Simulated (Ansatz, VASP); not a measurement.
One calculation of HfC, two programs

INCAR

```
  PREC = Accurate
  ENCUT = 520
  EDIFF = 1E-6
  ISMEAR = -5
  SIGMA = 0.1
  LREAL = F
  LASPH = T
  NELM = 150
  ALGO = Normal
  ISIF = 2
  LWAVE = F
  LCHARG = F
  MAGMOM = 0 0 0 0 0 0
  LORBIT = 11
  LSORBIT = T
  GGA_COMPAT = F
  LORBMOM = T
  LMAXMIX = 4
  GGA = PE
  NBANDS = 26
```

Contents of KPOINTS:

```
regular mesh
0
Gamma
  18 18 18
```

Contents of POSCAR:

```
HfC
1.0
    0.0000000000      2.3237547691      2.3237547691
    2.3237547691      0.0000000000      2.3237547691
    2.3237547691      2.3237547691      0.0000000000
Hf C
1 1
Direct
    0.5000000000      0.5000000000      0.5000000000
    0.0000000000      0.0000000000      0.0000000000
```

Input for Ansatz:

```yaml
crystal:
  lattice:
    - [0.0, 2.3237547691, 2.3237547691]
    - [2.3237547691, 0.0, 2.3237547691]
    - [2.3237547691, 2.3237547691, 0.0]
  atoms:
    - { symbol: Hf, position: [0.5, 0.5, 0.5] }
    - { symbol: C, position: [0.0, 0.0, 0.0] }
basis:
  ecutwfc: 420
  ecutrho_ratio: 4
kpoints:
  mp_grid: { grid: [18, 18, 18] }
hamiltonian:
  xc: pbe
scf:
  occupations: { method: tetrahedron }
output:
  forces: true
  stress: true
magnetization:
  noncollinear: true
  spin_orbit: true
```

Alike in both runs: task single point; functional PBE; k mesh 18 × 18 × 18; occupations tetrahedron; non-collinear spin, spin-orbit coupling.

|  | VASP | Ansatz |
| --- | --- | --- |
| version | VASP 6.6.1 | Ansatz 0.2.0 |
| potentials or method | VASP PAW PBE potentials, release 64 (Hf_pv, C), cutoff 520 eV | plane waves, PAW |
| valence electrons in the cell | 14 | 30 |

```tsv
	VASP	Ansatz	Ansatz less VASP
pressure (GPa)	-0.2	-0.1	+0.16
```

The functional is the same, so the differences come from potentials, cutoffs and numerics. VASP's potentials hold 14 valence electrons a cell and Ansatz's 30, so a difference there can come from the potentials and not from the codes. Ansatz's warnings: band table not solved further, tetrahedron derivatives may miss energy slope.
